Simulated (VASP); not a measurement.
Write the native input for VASP 6.6.1 that does the following.

```
Task                   : single point
Functional             : PBE
Potentials or basis    : VASP PAW PBE potentials, release 64 (Mg, Zn, O)
Cutoff                 : 520 eV
k mesh                 : 8 × 8 × 2
Occupations            : gaussian, width 0.01 eV
Spin                   : no spin polarisation
Dipole correction      : no
Further INCAR settings : ALGO = Normal; EDIFF = 1e-06; NBANDS = 61
```

The structure of MgZn5O6 lies in POSCAR:

```
MgZn5O6
1.0
    3.2708702000      0.0000000000      0.0000000000
    0.0000000000      3.2708702000      0.0000000000
    0.0000000000      0.0000000000     13.7851637000
Mg Zn O
1 5 6
Direct
    0.0000000000      0.0000000000      0.5000000000
    0.0000000000      0.0000000000      0.8328970000
    0.5000000000      0.5000000000      0.0000000000
    0.0000000000      0.0000000000      0.1671030000
    0.5000000000      0.5000000000      0.3343060000
    0.5000000000      0.5000000000      0.6656940000
    0.5000000000      0.0000000000      0.0835540000
    0.0000000000      0.5000000000      0.2506190000
    0.5000000000      0.0000000000      0.4183920000
    0.0000000000      0.5000000000      0.5816080000
    0.5000000000      0.0000000000      0.7493810000
    0.0000000000      0.5000000000      0.9164460000
```

The input as run:

INCAR

```
SYSTEM = MgZn5O6
PREC = Accurate
ENCUT = 520
EDIFF = 1E-6
ISMEAR = 0
SIGMA = 0.01
LREAL = .False.
LASPH = .True.
NELM = 100
ALGO = Normal
ISIF = 2
LWAVE = .False.
LCHARG = .False.
GGA = PE
NBANDS = 61
```

KPOINTS

```
Automatic mesh
0
Gamma
  8 8 2
  0 0 0
```

Potentials or basis: VASP PAW PBE potentials, release 64 (Mg, Zn, O).

Run with:

```bash
$ cat potpaw_PBE.64/Mg/POTCAR potpaw_PBE.64/Zn/POTCAR potpaw_PBE.64/O/POTCAR > POTCAR
$ mpirun -np 1 vasp_std > vasp.out
```

It gave:

| Item | Value |
| --- | --- |
| Pressure | 0.6 GPa |
| Largest force | 0.076 eV/Å |
| Band gap on the k mesh | 0.95 eV |

Wall time 6.5 min on 1 thread of Intel(R) Xeon(R) Platinum 8259CL CPU @ 2.50GHz (Skylake/Cascade Lake) (shared host), peak memory 0.36 GiB.
